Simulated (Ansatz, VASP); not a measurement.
**HgSb2 in VASP and in Ansatz**

INCAR

```
SYSTEM = HgSb2
PREC = Accurate
ENCUT = 600
EDIFF = 1E-6
ISMEAR = 0
SIGMA = 0.1
LREAL = .FALSE.
LASPH = .TRUE.
NELM = 80
ALGO = Normal
ISIF = 3
LWAVE = .FALSE.
LCHARG = .FALSE.
GGA = PE
IBRION = 2
NSW = 100
EDIFFG = -0.01
```

The input KPOINTS:

```
regular mesh
0
G
  8 8 8
  0 0 0
```

File POSCAR:

```
HgSb2
1.0
    0.0000000000      4.4775436147      4.4775436147
    4.4775436147      0.0000000000      4.4775436147
    4.4775436147      4.4775436147      0.0000000000
Hg Sb
2 4
Direct
    0.5000000000      0.5000000000      0.5000000000
    0.7500000000      0.7500000000      0.7500000000
    0.1250000000      0.1250000000      0.1250000000
    0.6250000000      0.1250000000      0.1250000000
    0.1250000000      0.1250000000      0.6250000000
    0.1250000000      0.6250000000      0.1250000000
```

Input for Ansatz:

```yaml
crystal:
  lattice:
    - [0.0, 4.4775436147, 4.4775436147]
    - [4.4775436147, 0.0, 4.4775436147]
    - [4.4775436147, 4.4775436147, 0.0]
  atoms:
    - { symbol: Hg, position: [0.5, 0.5, 0.5] }
    - { symbol: Hg, position: [0.75, 0.75, 0.75] }
    - { symbol: Sb, position: [0.125, 0.125, 0.125] }
    - { symbol: Sb, position: [0.625, 0.125, 0.125] }
    - { symbol: Sb, position: [0.125, 0.125, 0.625] }
    - { symbol: Sb, position: [0.125, 0.625, 0.125] }
basis:
  ecutwfc: 420
kpoints:
  mp_grid: { grid: [8, 8, 8] }
hamiltonian:
  xc: pbe
scf:
  occupations: { method: gaussian, width: 0.1 }
output:
  forces: true
  stress: true
  eigenvalues: true
relax:
  adjacent_minimum: "off"
  f_tol: 0.01
  max_steps: 80
  cell: { stress_tol: 0.05 }
```

Alike in both runs: task relaxation of cell and atoms; functional PBE; k mesh 8 × 8 × 8; occupations gaussian, width 0.1 eV; no spin polarisation.

|  | VASP | Ansatz |
| --- | --- | --- |
| version | VASP 6.6.1 | Ansatz 0.2.0 |
| potentials or method | VASP PAW PBE potentials, release 64 (Hg, Sb), cutoff 600 eV | scalar-relativistic, plane waves, PAW |
| valence electrons in the cell | 44 | 100 |

```csv
,VASP,Ansatz,Ansatz less VASP
"gap on the k mesh at the Fermi level, each at its own relaxed structure (eV)",none,none,-
relaxed volume (Å³/atom),29.61,29.64,+0.037
relaxed cell length with the largest relative difference (Å),6.310,6.312,+0.0026
```

A gap of «none» marks a metal or a gap that the smearing closes. VASP's potentials hold 44 valence electrons a cell and Ansatz's 100, so a difference there can come from the potentials and not from the codes.

Spin-orbit coupling is off throughout.
